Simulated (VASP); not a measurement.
Wanted: the native input for a VASP 6.6.1 run.

```
Task                   : single point
Functional             : PBE
Dispersion             : D3(BJ)
Potentials or basis    : VASP PAW PBE potentials, release 64 (Zn, O)
Cutoff                 : 520 eV
k mesh                 : 12 × 12 × 4
Occupations            : gaussian, width 0.05 eV
Spin                   : no spin polarisation
Dipole correction      : no
Further INCAR settings : ALGO = Normal; EDIFF = 1e-06; NBANDS = 26
```

The structure of ZnO lies in POSCAR:

```
ZnO
1.0
    3.3806343133      0.0000000000      0.0000000000
   -1.6903171566      2.9277151963      0.0000000000
    0.0000000000      0.0000000000      6.7448914332
Zn O
2 2
Direct
    0.0000000000      0.0000000000      0.7500000000
    0.0000000000      0.0000000000      0.2500000000
    0.3333333333      0.6666666667      0.2500000000
    0.6666666667      0.3333333333      0.7500000000
```

This cell differs from its parent crystal: ratio of the length along z to the lengths across it x 0.92, volume and fractional coordinates fixed.

The input as run:

INCAR

```
SYSTEM = ZnO
PREC = Accurate
ENCUT = 520
EDIFF = 1E-6
ISMEAR = 0
SIGMA = 0.05
LREAL = .False.
LASPH = .True.
NELM = 60
ALGO = Normal
ISIF = 2
LWAVE = .False.
LCHARG = .False.
GGA = PE
IVDW = 12
NBANDS = 26
```

KPOINTS

```
regular mesh
0
Gamma
  12 12 4
  0 0 0
```

Potentials or basis: VASP PAW PBE potentials, release 64 (Zn, O).

Command:

```bash
$ cat potpaw_PBE.64/Zn/POTCAR potpaw_PBE.64/O/POTCAR > POTCAR
$ mpirun -np 1 vasp_std > vasp.out
```

Results of the run:

```
Pressure                   : -8.2 GPa
Band gap on the k mesh     : 0.69 eV
Dispersion energy per atom : -0.157 eV
```

Caveat: the stress differs along the axes, from -12 to -1 GPa; semilocal functionals underestimate gaps, and a narrow one can read as zero.

Wall time 3.3 min on 1 thread of Intel Xeon 8259CL, with other jobs on the host, peak memory 0.24 GiB.
